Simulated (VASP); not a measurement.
Here is a VASP 6.6.1 calculation.

The input POSCAR:

```
HfO2
1.0
    0.0000000000      2.4659319631      2.6556190372
    2.4659319631      0.0000000000      2.6556190372
    2.4659319631      2.4659319631      0.0000000000
Hf O
1 2
Direct
    0.0000000000      0.0000000000      0.0000000000
    0.2500000000      0.2500000000      0.2500000000
    0.7500000000      0.7500000000      0.7500000000
```

The input INCAR.step1:

```
SYSTEM = HfO2
ALGO = Normal
EDIFF = 1E-4
ENCUT = 520
GGA = PE
ISMEAR = 0
LASPH = .True.
LCHARG = .False.
LREAL = .False.
LWAVE = .True.
NBANDS = 18
NELM = 60
PREC = Accurate
SIGMA = 0.05
```

INCAR.step2

```
SYSTEM = HfO2
ALGO = Normal
EDIFF = 1E-6
ENCUT = 520
ISIF = 2
ISMEAR = 0
ISTART = 1
LASPH = .True.
LCHARG = .False.
LMIXTAU = .True.
LREAL = .False.
LWAVE = .False.
METAGGA = R2SCAN
NBANDS = 18
NELM = 60
PREC = Accurate
SIGMA = 0.05
```

The input KPOINTS:

```
k-points
0
Gamma
  8 8 8
  0 0 0
```

Potentials or basis: VASP PAW PBE potentials, release 64 (Hf_pv, O).

Command:

```sh
$ cat potpaw_PBE.64/Hf_pv/POTCAR potpaw_PBE.64/O/POTCAR > POTCAR
$ cp INCAR.step1 INCAR
$ mpirun -np 1 vasp_std > vasp.out
$ cp INCAR.step2 INCAR
$ mpirun -np 1 vasp_std > vasp.out
```

(1) Estimate the band gap on the k mesh.

(2) Estimate the pressure.

## Answers

(1) 3.43 eV (least direct gap 3.74 eV).

(2) -3.2 GPa.

Caveat: the cell differs from its parent crystal (strain -0.025 along x and y, +0.050 along z); the stress differs along the axes, from -28 to 9 GPa; the PAW data sets were made with another functional, which shifts forces and pressure a little; spin-orbit coupling is left out, which moves the levels of the heavy elements.
